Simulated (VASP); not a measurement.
Input of a VASP 6.6.1 run:

File INCAR:

```
SYSTEM = KF
  PREC = Accurate
  ENCUT = 520
  EDIFF = 1E-6
  ISMEAR = 0
  SIGMA = 0.05
  LREAL = .False.
  LASPH = .True.
  NELM = 100
  ALGO = Normal
  ISIF = 2
  LWAVE = .False.
  LCHARG = .False.
  GGA = PS
  NBANDS = 15
```

File KPOINTS:

```
Automatic mesh
0
Gamma
  8 8 8
  0 0 0
```

The input POSCAR:

```
KF
1.0
    3.3034807754      0.3971927032      0.3971927032
    0.3971927032      3.3034807754      0.3971927032
    0.3971927032      0.3971927032      3.3034807754
K F
1 1
Direct
    0.0000000000      0.0000000000      0.0000000000
    0.5000000000      0.5000000000      0.5000000000
```

Potentials or basis: VASP PAW PBE potentials, release 64 (K_sv, F).

Run with:

```bash
$ cat potpaw_PBE.64/K_sv/POTCAR potpaw_PBE.64/F/POTCAR > POTCAR
$ mpirun -np 1 vasp_std > vasp.out
```

Task: Predict the pressure.

Result: 0.6 GPa.

Task: What does it give for the band gap on the k mesh?

Result: 6.17 eV.

Stress tensor (GPa, compression positive):
```
0.57 0.81 0.81
0.81 0.57 0.81
0.81 0.81 0.57
```

Caveat: the PAW data sets were made with another functional, which shifts forces and pressure a little. A k mesh can miss the band edges.
